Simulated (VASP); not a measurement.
# CoSi2 (Fm-3m) in VASP: further runs

The runs below take CoSi2 through single point, with PBE, LDA.

Everything below comes from runs of VASP 6.6.1. Logs are shortened: lines on timing, memory, paths and dates and some standing lists are left out, and cuts for length are marked.

**1. The cell of the first run**

The structure is cubic, space group Fm-3m (No. 225). The conventional cell has a = 5.356 Å, b = 5.356 Å, c = 5.356 Å, α = 90.00°, β = 90.00°, γ = 90.00°. Co (site symmetry m-3m) has 8 Si at 2.32 Å within 3.1 Å. Within 3.1 Å of Si (site symmetry -43m) lie 4 Co at 2.32 Å and 6 Si at 2.68 Å.

**2. Single point, PBE, collinear spin, zero start**

INCAR reads:

```
SYSTEM = CoSi2
PREC = Accurate
ENCUT = 520
EDIFF = 1E-6
ISMEAR = -1
SIGMA = 0.05
LREAL = .FALSE.
LASPH = .TRUE.
NELM = 150
ALGO = Normal
ISIF = 2
LWAVE = .FALSE.
LCHARG = .FALSE.
ISPIN = 2
MAGMOM = 0 0 0
LORBIT = 11
NUPDOWN = 0.0
LMAXMIX = 4
GGA = PE
NBANDS = 20
```

KPOINTS reads:

```
Automatic mesh
0
G
  7 7 7
  0 0 0
```

POSCAR reads:

```
CoSi2
1.0
    0.0000000000      2.6780000000      2.6780000000
    2.6780000000      0.0000000000      2.6780000000
    2.6780000000      2.6780000000      0.0000000000
Co Si
1 2
Direct
    0.0000000000      0.0000000000      0.0000000000
    0.7500000000      0.7500000000      0.7500000000
    0.2500000000      0.2500000000      0.2500000000
```

Potentials or basis: VASP PAW PBE potentials, release 64 (Co, Si).

Run with:

```sh
$ cat potpaw_PBE.64/Co/POTCAR potpaw_PBE.64/Si/POTCAR > POTCAR
$ mpirun -np 1 vasp_std > vasp.out
```

OUTCAR:

```text
SYSTEM = CoSi2
   PREC = Accurate
   ENCUT = 520
   EDIFF = 1E-6
   ISMEAR = -1
   LREAL = .FALSE.
   LASPH = .TRUE.
   NELM = 150
   ISIF = 2
   ISPIN = 2
   LORBIT = 11
   NUPDOWN = 0.0
   GGA = PE

 ion  position               nearest neighbor table
   1  0.000  0.000  0.000-   2 2.32   3 2.32   2 2.32   2 2.32   3 2.32   2 2.32   3 2.32   3 2.32

   2  0.750  0.750  0.750-   1 2.32   1 2.32   1 2.32   1 2.32   3 2.68   3 2.68   3 2.68   3 2.68
                             3 2.68   3 2.68
   3  0.250  0.250  0.250-   1 2.32   1 2.32   1 2.32   1 2.32   2 2.68   2 2.68   2 2.68   2 2.68
                             2 2.68   2 2.68

  LATTYP: Found a face centered cubic cell.
 ALAT       =     5.3560000000

  Lattice vectors:

 A1 = (   0.0000000000,   2.6780000000,   2.6780000000)
 A2 = (   2.6780000000,   0.0000000000,   2.6780000000)
 A3 = (   2.6780000000,   2.6780000000,   0.0000000000)

Analysis of symmetry for initial positions (statically):
=====================================================================
 Subroutine PRICEL returns:
 Original cell was already a primitive cell.

 Routine SETGRP: Setting up the symmetry group for a
 face centered cubic supercell.

 Subroutine GETGRP returns: Found 48 space group operations
 (whereof 48 operations were pure point group operations)
 out of a pool of 48 trial point group operations.

The static configuration has the point symmetry O_h .

Analysis of symmetry for dynamics (positions and initial velocities):
=====================================================================
 Subroutine PRICEL returns:
 Original cell was already a primitive cell.

 Routine SETGRP: Setting up the symmetry group for a
 face centered cubic supercell.

 Subroutine GETGRP returns: Found 48 space group operations
 (whereof 48 operations were pure point group operations)
 out of a pool of 48 trial point group operations.

The dynamic configuration has the point symmetry O_h .

Analysis of structural, dynamic, and magnetic symmetry:
=====================================================================
 Subroutine PRICEL returns:
 Original cell was already a primitive cell.

 Routine SETGRP: Setting up the symmetry group for a
 face centered cubic supercell.

 Subroutine GETGRP returns: Found 48 space group operations
 (whereof 48 operations were pure point group operations)
 out of a pool of 48 trial point group operations.

The overall configuration has the point symmetry O_h .

 Subroutine INISYM returns: Found 48 space group operations
 (whereof 48 operations are pure point group operations),
 and found     1 'primitive' translations

----------------------------------------------------------------------------------------

                                     Primitive cell

  volume of cell :      38.4115

  direct lattice vectors                    reciprocal lattice vectors
     0.000000000  2.678000000  2.678000000    -0.186706497  0.186706497  0.186706497
     2.678000000  0.000000000  2.678000000     0.186706497 -0.186706497  0.186706497
     2.678000000  2.678000000  0.000000000     0.186706497  0.186706497 -0.186706497

  length of vectors
     3.787263920  3.787263920  3.787263920     0.323385140  0.323385140  0.323385140

  position of ions in fractional coordinates (direct lattice)
     0.000000000  0.000000000  0.000000000
     0.750000000  0.750000000  0.750000000
     0.250000000  0.250000000  0.250000000

  ion indices of the primitive-cell ions
   primitive index   ion index
                 1           1
                 2           2
                 3           3

----------------------------------------------------------------------------------------

 KPOINTS: Automatic mesh

Automatic generation of k-mesh.
 Grid dimensions read from file:
 generate k-points for:    7    7    7

 Generating k-lattice:

  Cartesian coordinates                     Fractional coordinates (reciprocal lattice)
    -0.026672357  0.026672357  0.026672357     0.142857143  0.000000000  0.000000000
     0.026672357 -0.026672357  0.026672357     0.000000000  0.142857143  0.000000000
     0.026672357  0.026672357 -0.026672357     0.000000000  0.000000000  0.142857143

  Length of vectors
     0.046197877  0.046197877  0.046197877

  Shift w.r.t. Gamma in fractional coordinates (k-lattice)
     0.000000000  0.000000000  0.000000000

 Subroutine IBZKPT returns following result:
 ===========================================

 Found     20 irreducible k-points:

 Following reciprocal coordinates:
            Coordinates               Weight
  0.000000  0.000000  0.000000      1.000000
  0.142857  0.000000  0.000000      8.000000
  0.285714  0.000000  0.000000      8.000000
  0.428571  0.000000  0.000000      8.000000
  0.142857  0.142857  0.000000      6.000000
  0.285714  0.142857  0.000000     24.000000
[... 12 lines left out ...]
 -0.428571  0.428571  0.142857     24.000000
 -0.285714  0.428571  0.142857     24.000000
   k-points           NKPTS =     20   k-points in BZ     NKDIM =     20   number of bands    NBANDS=     20
   number of dos      NEDOS =    301   number of ions     NIONS =      3
   total plane-waves  NPLWV =  21952
   dimension x,y,z NGX =    28 NGY =   28 NGZ =   28
   dimension x,y,z NGXF=    56 NGYF=   56 NGZF=   56
   ions per type =               1   2
   NGX,Y,Z   is equivalent  to a cutoff of  12.29, 12.29, 12.29 a.u.
   NGXF,Y,Z  is equivalent  to a cutoff of  24.58, 24.58, 24.58 a.u.
 SYSTEM =  CoSi2
   PREC   = accura    normal or accurate (medium, high low for compatibility)
   ISTART =      0    job   : 0-new  1-cont  2-samecut
   ICHARG =      2    charge: 1-file 2-atom 10-const
   ISPIN  =      2    spin polarized calculation?
   LNONCOLLINEAR =      F non collinear calculations
   LSORBIT =      F    spin-orbit coupling
   LASPH  =      T    aspherical Exc in radial PAW
   ENCUT  =  520.0 eV  38.22 Ry    6.18 a.u.   7.04  7.04  7.04*2*pi/ulx,y,z
   NELM   =    150;   NELMIN=  2; NELMDL= -5     # of ELM steps
   EDIFF  = 0.1E-05   stopping-criterion for ELM
   LREAL  =      F    real-space projection
   EDIFFG = 0.1E-04   stopping-criterion for IOM
   NSW    =      0    number of steps for IOM
   IBRION =     -1    ionic relax: 0-MD 1-quasi-New 2-CG
   NFREE  =      0    steps in history (QN), initial steepest desc. (CG)
   ISIF   =      2    stress and relaxation
   ISYM   =      2    0-nonsym 1-usesym 2-fastsym
   POTIM  = 0.5000    time-step for ionic-motion
   TEBEG  =    0.0;   TEEND  =   0.0 temperature during run
   PSTRESS=    0.0 pullay stress
   NELECT =      17.0000    total number of electrons
   NUPDOWN=       0.0000    fix difference up-down
   EMIN   =  10.00;   EMAX   =-10.00  energy-range for DOS
   EFERMI =   0.00;   METHOD = LEGACY
   ISMEAR =    -1;   SIGMA  =   0.05  broadening in eV -4-tet -1-fermi 0-gaus
   EFERMI_NEDOS =   21; number of points for ismear=-14 and -15
   IALGO  =     38    algorithm
   IMIX   =      4    mixing-type and parameters
     AMIX     =   0.40;   BMIX     =  1.00
     AMIX_MAG =   1.60;   BMIX_MAG =  1.00
  volume/ion in A,a.u.               =      12.80        86.40
  Fermi-wavevector in a.u.,A,eV,Ry     =   1.247586  2.357596 21.177078  1.556471
  Thomas-Fermi vector in A             =   2.381712
   LORBIT       =     11    0 simple, 1 ext, 2 COOP (PROOUT), +10 PAW based schemes
   GGA     = PE    functional components
   LHFCALC =     F    Hartree Fock is set to
   AEXX    =    0.0000 exact exchange contribution
   IVDW    =     0    specifies the selected vdW correction
   LEPSILON=     F    determine dielectric tensor
   LRPA    =     F    only Hartree local field effects (RPA)
 spin polarized calculation
  energy-cutoff  :      520.00
  volume of cell :       38.41
 maximum number of plane-waves:      1047
   NGX = 15   NGY = 15   NGZ = 15

 number of electron      16.9999995 magnetization      -0.0000000

 number of electron      16.9999995 magnetization       0.0000000

 Free energy of the ion-electron system (eV)
  ---------------------------------------------------
  ext. energy  EPLUGINS =         0.00000000
  ---------------------------------------------------
  free energy    TOTEN  =       -19.30661837 eV

  energy without entropy =      -19.29800738  energy(sigma->0) =      -19.30231288

 E-fermi :  10.1070     XC(G=0): -11.7462

 val. band max:        9.9007039290   @ k =  -0.2857   0.2857   0.0000
 cond. band min:      10.1486536335   @ k =  -0.1429   0.1429   0.0000
 fundamental gap:      0.2479497046
 Fermi energy:        10.1070321799

 spin component 1

 k-point     1 :       0.0000    0.0000    0.0000
  band No.  band energies     occupation
      1      -3.0306      1.00000
      2       6.0082      1.00000
      3       6.0082      1.00000
      4       6.0082      1.00000
      5       8.1723      1.00000
      6       8.1723      1.00000
[... 12 lines left out ...]
     19      20.6388      0.00000
     20      25.0419      0.00000

 k-point     2 :       0.1429    0.0000    0.0000
  band No.  band energies     occupation
      1      -2.7216      1.00000
      2       5.2847      1.00000
      3       6.1145      1.00000
      4       6.1145      1.00000
      5       8.0920      1.00000
      6       8.0920      1.00000
[... 12 lines left out ...]
     19      21.9757      0.00000
     20      25.9723      0.00000
[... 372 lines left out ...]
      2       2.9165      1.00000
      3       3.9987      1.00000
      4       5.2534      1.00000
      5       7.0963      1.00000
      6       8.0079      1.00000
[... 12 lines left out ...]
     19      25.1439      0.00000
     20      26.3672      0.00000

 k-point    20 :      -0.2857    0.4286    0.1429
  band No.  band energies     occupation
      1       1.7514      1.00000
      2       1.8189      1.00000
      3       3.8728      1.00000
      4       4.9892      1.00000
      5       7.5199      1.00000
      6       7.7683      1.00000
[... 12 lines left out ...]
     19      24.7322      0.00000
     20      27.6910      0.00000
 Fermi energy:        10.1070328328

 spin component 2

 k-point     1 :       0.0000    0.0000    0.0000
  band No.  band energies     occupation
      1      -3.0306      1.00000
      2       6.0082      1.00000
      3       6.0082      1.00000
      4       6.0082      1.00000
      5       8.1723      1.00000
      6       8.1723      1.00000
[... 12 lines left out ...]
     19      20.6388      0.00000
     20      25.0419      0.00000

 k-point     2 :       0.1429    0.0000    0.0000
  band No.  band energies     occupation
      1      -2.7216      1.00000
      2       5.2847      1.00000
      3       6.1145      1.00000
      4       6.1145      1.00000
      5       8.0920      1.00000
      6       8.0920      1.00000
[... 12 lines left out ...]
     19      21.9757      0.00000
     20      25.9723      0.00000
[... 373 lines left out ...]
      3       3.9987      1.00000
      4       5.2534      1.00000
      5       7.0963      1.00000
      6       8.0079      1.00000
[... 12 lines left out ...]
     19      25.1439      0.00000
     20      26.3672      0.00000

 k-point    20 :      -0.2857    0.4286    0.1429
  band No.  band energies     occupation
      1       1.7514      1.00000
      2       1.8189      1.00000
      3       3.8728      1.00000
      4       4.9892      1.00000
      5       7.5199      1.00000
      6       7.7683      1.00000
[... 12 lines left out ...]
     19      24.7322      0.00000
     20      27.6904      0.00000

------------------------ aborting loop because EDIFF is reached ----------------------------------------

  FORCE on cell =-STRESS in cart. coord.  units (eV):
  Direction    XX          YY          ZZ          XY          YZ          ZX
  --------------------------------------------------------------------------------------
  -------------------------------------------------------------------------------------
  Total        0.0374619      0.0374619      0.0374619      0.0000000     -0.0000000     -0.0000000
  in kB        1.5625663      1.5625663      1.5625663      0.0000000     -0.0000000     -0.0000000
  external PRESSURE =       1.5625663 kB  Pullay stress =       0.0000000 kB

 VOLUME and BASIS-vectors are now :
 -----------------------------------------------------------------------------
  energy-cutoff  :      520.00
  volume of cell :       38.41
      direct lattice vectors                 reciprocal lattice vectors
     0.000000000  2.678000000  2.678000000    -0.186706497  0.186706497  0.186706497
     2.678000000  0.000000000  2.678000000     0.186706497 -0.186706497  0.186706497
     2.678000000  2.678000000  0.000000000     0.186706497  0.186706497 -0.186706497

 POSITION                                       TOTAL-FORCE (eV/Angst)
 -----------------------------------------------------------------------------------
      0.00000      0.00000      0.00000        -0.000000      0.000000      0.000000
      4.01700      4.01700      4.01700         0.000000      0.000000     -0.000000
      1.33900      1.33900      1.33900        -0.000000     -0.000000     -0.000000
 -----------------------------------------------------------------------------------
    total drift:                               -0.000000     -0.000000      0.000000

  FREE ENERGIE OF THE ION-ELECTRON SYSTEM (eV)
  ---------------------------------------------------
  free  energy   TOTEN  =       -19.3066183722 eV

  energy  without entropy=      -19.2980073779  energy(sigma->0) =      -19.30231288

 total charge

# of ion       s       p       d       tot
------------------------------------------
    1        0.541   0.722   7.590   8.853
    2        0.716   0.874   0.000   1.591
    3        0.716   0.874   0.000   1.591
--------------------------------------------------
tot          1.974   2.470   7.590  12.034

 magnetization (x)

# of ion       s       p       d       tot
------------------------------------------
    1       -0.000  -0.000   0.000   0.000
    2        0.000   0.000   0.000   0.000
    3        0.000   0.000   0.000   0.000
--------------------------------------------------
tot          0.000   0.000   0.000   0.000
```

It took 28 s on 1 thread of Intel Xeon Platinum 8375C at 2.90GHz (Ice Lake), shared host; peak memory 0.18 GiB.

What came out:

| Item | Value |
| --- | --- |
| Free energy | -19.3066 eV |
| Pressure | 0.2 GPa |
| Net moment | 0.00 μB per cell |
| Valence electrons inside the program's atomic spheres | Co 8.85; Si 1.59 |

Caveat: the total moment is fixed, so each spin has its own Fermi level.

**3. Single point, PBE, collinear spin, ferromagnetic start**

INCAR reads:

```
PREC     = Accurate       # precision mode
ENCUT    = 520            # plane-wave cutoff, eV
EDIFF    = 1E-7           # SCF threshold, eV
ISMEAR   = -1             # smearing method
SIGMA    = 0.05           # smearing width, eV
LREAL    = F              # projectors in reciprocal space
LASPH    = T              # aspherical terms in the spheres
NELM     = 150            # most SCF steps
ALGO     = Normal         # electronic algorithm
ISIF     = 2              # what is computed and relaxed
LWAVE    = F              # write WAVECAR
LCHARG   = F              # write CHGCAR
ISPIN    = 2              # spin polarisation
MAGMOM   = 1.5 0 0        # initial moments
LORBIT   = 11             # projections on sites
NUPDOWN  = 1.5            # fixed moment
LMAXMIX  = 4              # l up to which the mixer works
GGA      = PE             # functional
NBANDS   = 20             # bands
```

KPOINTS reads:

```
Automatic mesh
0
Gamma
  7 7 7
```

POSCAR is that of step 2.

Potentials or basis: VASP PAW PBE potentials, release 64 (Co, Si).

Run with:

```sh
$ cat potpaw_PBE.64/Co/POTCAR potpaw_PBE.64/Si/POTCAR > POTCAR
$ mpirun -np 1 vasp_std > vasp.out
```

Run time: 30 s. Hardware: 1 thread of Intel Xeon Platinum 8375C at 2.90GHz (Ice Lake), shared host; peak memory 0.18 GiB.

It converged, with:

| Property | Result |
| --- | --- |
| Free energy | -18.3022 eV |
| Pressure | 9.8 GPa |
| Net moment | 1.50 μB per cell |
| Site moments | Co +0.94; Si +0.12 μB |
| Valence electrons inside the program's atomic spheres | Co 8.82; Si 1.61 |

Caveat: the total moment is fixed, so each spin has its own Fermi level.

(Part 1 of 2 ends here.)
